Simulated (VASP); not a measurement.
A run of VASP 6.6.1:

File POSCAR:

```
ErH4
1.0
   -1.7783095753      1.7783095753      2.8633720733
    1.7783095753     -1.7783095753      2.8633720733
    1.7783095753      1.7783095753     -2.8633720733
Er H
1 4
Direct
    0.0000000000      0.0000000000      0.0000000000
    0.7500000000      0.2500000000      0.5000000000
    0.2500000000      0.7500000000      0.5000000000
    0.4169425838      0.4169425838      0.0000000000
    0.5830574162      0.5830574162      0.0000000000
```

The input INCAR.step1:

```
PREC = Accurate
ENCUT = 400
EDIFF = 1E-6
ISMEAR = 0
SIGMA = 0.1
LREAL = False
LASPH = True
NELM = 200
ALGO = Normal
ISIF = 2
LWAVE = False
LCHARG = True
LMAXMIX = 6
GGA = PE
NBANDS = 14
GGA_COMPAT = False
NEDOS = 2001
LORBIT = 11
```

The input KPOINTS.step1:

```
Automatic mesh
0
Gamma
  14 14 14
```

Contents of INCAR.step2:

```
PREC = Accurate
ENCUT = 400
EDIFF = 1E-6
ISMEAR = -5
SIGMA = 0.1
LREAL = False
LASPH = True
NELM = 200
ALGO = Normal
ISIF = 2
LWAVE = False
LCHARG = False
LMAXMIX = 6
GGA = PE
LORBIT = 11
NEDOS = 1001
ICHARG = 11
GGA_COMPAT = False
```

The input KPOINTS.step2:

```
Automatic mesh
0
Gamma
  21 21 21
```

Potentials or basis: VASP PAW PBE potentials, release 64 (Er_3, H), 4f in core.

Launch:

```bash
$ cat potpaw_PBE.64/Er_3/POTCAR potpaw_PBE.64/H/POTCAR > POTCAR
$ cp INCAR.step1 INCAR
$ cp KPOINTS.step1 KPOINTS
$ mpirun -np 1 vasp_std > vasp.out
$ cp INCAR.step2 INCAR
$ cp KPOINTS.step2 KPOINTS
$ mpirun -np 1 vasp_std > vasp.out
```

Hardware: 1 thread of Intel(R) Xeon(R) 6975P-C (Granite Rapids), on a shared host.

Q: Estimate the wall time of this run.

A: It took 3.9 min on 1 thread of Intel(R) Xeon(R) 6975P-C (Granite Rapids), on a shared host, peak memory 0.33 GiB. Counts: k points 726.
